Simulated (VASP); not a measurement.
# Li (Im-3m) in VASP: notebook, part 2 of 2

VASP 6.6.1.

### 3 Relaxation of cell and atoms, PBE

This run uses another cell than the first one, of 21.62 Å³/atom, 1.069 times its volume.

INCAR reads:

```
PREC = Accurate
ENCUT = 600
EDIFF = 1E-6
ISMEAR = -1
SIGMA = 0.05
LREAL = False
LASPH = True
NELM = 80
ALGO = Normal
ISIF = 3
LWAVE = False
LCHARG = False
GGA = PE
IBRION = 2
NSW = 50
EDIFFG = -0.02
```

KPOINTS reads:

```
Automatic mesh
0
Gamma
  12 12 12
```

POSCAR reads:

```
Li
1.0
    3.5100000000      0.0000000000      0.0000000000
    0.0000000000      3.5100000000      0.0000000000
    0.0000000000      0.0000000000      3.5100000000
Li
2
Direct
    0.0000000000      0.0000000000      0.0000000000
    0.5000000000      0.5000000000      0.5000000000
```

Potentials or basis: VASP PAW PBE potentials, release 64 (Li_sv).

Run with:

```console
$ cat potpaw_PBE.64/Li_sv/POTCAR > POTCAR
$ mpirun -np 1 vasp_std > vasp.out
```

OUTCAR:

```text
PREC = Accurate
   ENCUT = 600
   EDIFF = 1E-6
   ISMEAR = -1
   LREAL = False
   LASPH = True
   NELM = 80
   ISIF = 3
   GGA = PE
   IBRION = 2
   NSW = 50
   EDIFFG = -0.02

 ion  position               nearest neighbor table
   1  0.000  0.000  0.000-
   2  0.500  0.500  0.500-

  LATTYP: Found a simple cubic cell.
 ALAT       =     3.5100000000

  Lattice vectors:

 A1 = (   3.5100000000,   0.0000000000,   0.0000000000)
 A2 = (   0.0000000000,   3.5100000000,   0.0000000000)
 A3 = (   0.0000000000,   0.0000000000,   3.5100000000)

Analysis of symmetry for initial positions (statically):
=====================================================================
 Subroutine PRICEL returns following result:

  LATTYP: Found a body centered cubic cell.
 ALAT       =     3.5100000000

  Lattice vectors:

 A1 = (   1.7550000000,   1.7550000000,  -1.7550000000)
 A2 = (  -1.7550000000,   1.7550000000,   1.7550000000)
 A3 = (   1.7550000000,  -1.7550000000,   1.7550000000)

   2 primitive cells build up your supercell.

 Routine SETGRP: Setting up the symmetry group for a
 simple cubic supercell.

 Subroutine GETGRP returns: Found 48 space group operations
 (whereof 48 operations were pure point group operations)
 out of a pool of 48 trial point group operations.

The static configuration has the point symmetry O_h .

Analysis of symmetry for dynamics (positions and initial velocities):
=====================================================================
 Subroutine PRICEL returns following result:

  LATTYP: Found a body centered cubic cell.
 ALAT       =     3.5100000000

  Lattice vectors:

 A1 = (   1.7550000000,   1.7550000000,  -1.7550000000)
 A2 = (  -1.7550000000,   1.7550000000,   1.7550000000)
 A3 = (   1.7550000000,  -1.7550000000,   1.7550000000)

   2 primitive cells build up your supercell.

 Routine SETGRP: Setting up the symmetry group for a
 simple cubic supercell.

 Subroutine GETGRP returns: Found 48 space group operations
 (whereof 48 operations were pure point group operations)
 out of a pool of 48 trial point group operations.

The dynamic configuration has the point symmetry O_h .

 Subroutine INISYM returns: Found 48 space group operations
 (whereof 48 operations are pure point group operations),
 and found     2 'primitive' translations

----------------------------------------------------------------------------------------

                                     Primitive cell

  volume of cell :      21.6218

  direct lattice vectors                    reciprocal lattice vectors
     1.755000000  1.755000000 -1.755000000     0.284900285  0.284900285  0.000000000
    -1.755000000  1.755000000  1.755000000    -0.000000000  0.284900285  0.284900285
     1.755000000 -1.755000000  1.755000000     0.284900285  0.000000000  0.284900285

  length of vectors
     3.039749167  3.039749167  3.039749167     0.402909847  0.402909847  0.402909847

  position of ions in fractional coordinates (direct lattice)
     0.000000000  0.000000000  0.000000000

  ion indices of the primitive-cell ions
   primitive index   ion index
[... 56 lines left out ...]
   number of dos      NEDOS =    301   number of ions     NIONS =      2
   total plane-waves  NPLWV =  21952
   dimension x,y,z NGX =    28 NGY =   28 NGZ =   28
   dimension x,y,z NGXF=    56 NGYF=   56 NGZF=   56
   ions per type =               2
   NGX,Y,Z   is equivalent  to a cutoff of  13.26, 13.26, 13.26 a.u.
   NGXF,Y,Z  is equivalent  to a cutoff of  26.52, 26.52, 26.52 a.u.
 SYSTEM =  unknown system
   PREC   = accura    normal or accurate (medium, high low for compatibility)
   ISTART =      0    job   : 0-new  1-cont  2-samecut
   ICHARG =      2    charge: 1-file 2-atom 10-const
   ISPIN  =      1    spin polarized calculation?
   LNONCOLLINEAR =      F non collinear calculations
   LSORBIT =      F    spin-orbit coupling
   LASPH  =      T    aspherical Exc in radial PAW
   ENCUT  =  600.0 eV  44.10 Ry    6.64 a.u.   7.01  7.01  7.01*2*pi/ulx,y,z
   NELM   =     80;   NELMIN=  2; NELMDL= -5     # of ELM steps
   EDIFF  = 0.1E-05   stopping-criterion for ELM
   LREAL  =      F    real-space projection
   EDIFFG = -.2E-01   stopping-criterion for IOM
   NSW    =     50    number of steps for IOM
   IBRION =      2    ionic relax: 0-MD 1-quasi-New 2-CG
   NFREE  =      1    steps in history (QN), initial steepest desc. (CG)
   ISIF   =      3    stress and relaxation
   ISYM   =      2    0-nonsym 1-usesym 2-fastsym
   POTIM  = 0.5000    time-step for ionic-motion
   TEBEG  =    0.0;   TEEND  =   0.0 temperature during run
   PSTRESS=    0.0 pullay stress
   NELECT =       6.0000    total number of electrons
   NUPDOWN=      -1.0000    fix difference up-down
   EMIN   =  10.00;   EMAX   =-10.00  energy-range for DOS
   EFERMI =   0.00;   METHOD = LEGACY
   ISMEAR =    -1;   SIGMA  =   0.05  broadening in eV -4-tet -1-fermi 0-gaus
   EFERMI_NEDOS =   21; number of points for ismear=-14 and -15
   IALGO  =     38    algorithm
   IMIX   =      4    mixing-type and parameters
     AMIX     =   0.40;   BMIX     =  1.00
     AMIX_MAG =   1.60;   BMIX_MAG =  1.00
  volume/ion in A,a.u.               =      21.62       145.91
  Fermi-wavevector in a.u.,A,eV,Ry     =   0.847523  1.601586  9.772999  0.718295
  Thomas-Fermi vector in A             =   1.963042
   LORBIT       =      0    0 simple, 1 ext, 2 COOP (PROOUT), +10 PAW based schemes
   GGA     = PE    functional components
   LHFCALC =     F    Hartree Fock is set to
   AEXX    =    0.0000 exact exchange contribution
   IVDW    =     0    specifies the selected vdW correction
   LEPSILON=     F    determine dielectric tensor
   LRPA    =     F    only Hartree local field effects (RPA)
 conjugate gradient relaxation of ions
 non-spin polarized calculation
  energy-cutoff  :      600.00
  volume of cell :       43.24
 maximum number of plane-waves:      1472
   NGX = 15   NGY = 15   NGZ = 15

--------------------------------------- Ionic step        1  -------------------------------------------

 number of electron       6.0000021 magnetization

 Free energy of the ion-electron system (eV)
  ---------------------------------------------------
  ext. energy  EPLUGINS =         0.00000000
  ---------------------------------------------------
  free energy    TOTEN  =        -3.80418643 eV

  energy without entropy =       -3.79578239  energy(sigma->0) =       -3.79998441

------------------------ aborting loop because EDIFF is reached ----------------------------------------

  FORCE on cell =-STRESS in cart. coord.  units (eV):
  Direction    XX          YY          ZZ          XY          YZ          ZX
  --------------------------------------------------------------------------------------
  -------------------------------------------------------------------------------------
  Total       -0.2420340     -0.2420340     -0.2420340      0.0000000     -0.0000000      0.0000000
  in kB       -8.9673814     -8.9673814     -8.9673814      0.0000000     -0.0000000      0.0000000
  external PRESSURE =      -8.9673814 kB  Pullay stress =       0.0000000 kB
[... 59 lines left out ...]
--------------------------------------- Ionic step        3  -------------------------------------------

 number of electron       6.0000000 magnetization

 Free energy of the ion-electron system (eV)
  ---------------------------------------------------
  ext. energy  EPLUGINS =         0.00000000
  ---------------------------------------------------
  free energy    TOTEN  =        -3.81333289 eV

  energy without entropy =       -3.80489726  energy(sigma->0) =       -3.80911508

 E-fermi :   0.6456     XC(G=0):  -7.0512

 val. band max:        0.6026562065   @ k =   0.5000   0.2500   0.2500
 cond. band min:       0.6577879519   @ k =   0.4167   0.1667   0.0833
 fundamental gap:      0.0551317454
 Fermi energy:         0.6455709757

 k-point     1 :       0.0000    0.0000    0.0000
  band No.  band energies     occupation
      1     -45.8883      2.00000
      2     -45.8557      2.00000
      3      -2.9327      2.00000
      4       6.1631      0.00000
      5       6.1631      0.00000
      6       6.1631      0.00000
      7       8.4184      0.00000
[... 221 lines left out ...]
 k-point    24 :       0.4167    0.3333    0.0000
  band No.  band energies     occupation
      1     -45.8716      2.00000
      2     -45.8674      2.00000
      3      -0.2858      2.00000
      4       1.0472      0.00065
      5       4.3303      0.00000
      6       5.8353      0.00000
      7       9.5208      0.00000

 [... further k-points ...]

------------------------ aborting loop because EDIFF is reached ----------------------------------------

  FORCE on cell =-STRESS in cart. coord.  units (eV):
  Direction    XX          YY          ZZ          XY          YZ          ZX
  --------------------------------------------------------------------------------------
  -------------------------------------------------------------------------------------
  Total       -0.0268230     -0.0268230     -0.0268230      0.0000000      0.0000000     -0.0000000
  in kB       -1.0629700     -1.0629700     -1.0629700      0.0000000      0.0000000     -0.0000000
  external PRESSURE =      -1.0629700 kB  Pullay stress =       0.0000000 kB
[... 17 lines left out ...]
  FREE ENERGIE OF THE ION-ELECTRON SYSTEM (eV)
  ---------------------------------------------------
  free  energy   TOTEN  =        -3.8133328944 eV

  energy  without entropy=       -3.8048972573  energy(sigma->0) =       -3.80911508

 reached required accuracy - stopping structural energy minimisation
```

OSZICAR:

```text
N       E                     dE             d eps       ncg     rms          rms(c)
DAV:   1     0.510604435652E+01    0.51060E+01   -0.27832E+03  1183   0.835E+02
DAV:   2    -0.214169105943E+01   -0.72477E+01   -0.70692E+01  1526   0.801E+01
[... 18 lines left out ...]
DAV:   1    -0.382667434673E+01   -0.18712E-01   -0.41748E-01  1911   0.691E+00    0.135E+00
DAV:   2    -0.381868723732E+01    0.79871E-02   -0.25024E-02  1267   0.178E+00    0.840E-01
DAV:   3    -0.381348360807E+01    0.52036E-02   -0.15494E-02  2289   0.727E-01    0.165E-01
DAV:   4    -0.381332710433E+01    0.15650E-03   -0.58985E-04  1393   0.281E-01    0.305E-02
DAV:   5    -0.381333385250E+01   -0.67482E-05   -0.15136E-04  1827   0.104E-01    0.163E-02
DAV:   6    -0.381333275553E+01    0.10970E-05   -0.60394E-06  1316   0.326E-02    0.107E-03
DAV:   7    -0.381333289439E+01   -0.13886E-06   -0.74868E-07   707   0.115E-02
   3 F= -.38133329E+01 E0= -.38091151E+01  d E =-.914646E-02
```

Wall time 31 s (1 thread of Intel Xeon Platinum 8259CL at 2.50GHz (Skylake/Cascade Lake), shared host); peak memory 0.16 GiB.

What came out:

```yaml
Free_energy: -3.8133 eV
Relaxed_volume: 20.21 Å³/atom
Relaxed_cell: a = 3.432 Å, b = 3.432 Å, c = 3.432 Å, α = 90.00°, β = 90.00°, γ = 90.00°
Space_group_after_relaxing_to_0.05_Å: Im-3m (No. 229)
Energy_gained_by_relaxing: 4.6 meV/atom
Ionic_steps: 3
Pressure_after_relaxing: -0.1 GPa
Band_gap_on_the_k_mesh: zero (band 3 reaches 4.02 eV, above the bottom of band 4 at -0.52 eV)
```

The path:
```tsv
step	energy change (eV)	largest force (eV/Å)	pressure (GPa)	volume (Å³)
1	0.0000	0.0000	-0.90	43.24
2	-0.0038	0.0000	-0.71	42.49
3	-0.0091	0.0000	-0.11	40.43
```

Final structure:
```
CELL_PARAMETERS angstrom
3.43215 0.00000 0.00000
0.00000 3.43215 0.00000
0.00000 0.00000 3.43215
ATOMIC_POSITIONS crystal
Li 0.00000 0.00000 0.00000
Li 0.50000 0.50000 0.50000
```

Levels at points of the mesh, in eV from the Fermi level:
| k point | band 1 | band 2 | band 3 | band 4 | band 5 | band 6 | band 7 |
| --- | --- | --- | --- | --- | --- | --- | --- |
| (0.00, 0.00, 0.00) | -46.53 | -46.50 | -3.58 | 5.52 | 5.52 | 5.52 | 7.77 |
| (0.50, 0.00, 0.00) | -46.52 | -46.52 | -1.16 | -1.16 | 8.54 | 8.54 | 8.54 |
| (0.50, 0.50, 0.00) | -46.51 | -46.51 | 0.23 | 0.23 | 3.25 | 3.25 | 10.37 |
| (0.50, 0.50, 0.50) | -46.51 | -46.51 | 3.37 | 3.37 | 3.37 | 3.37 | 3.37 |

Caveat: the cutoff is under 1.25 times the usual one of these potentials, so pressure, stress and relaxed cells hold a basis-set (Pulay) error.
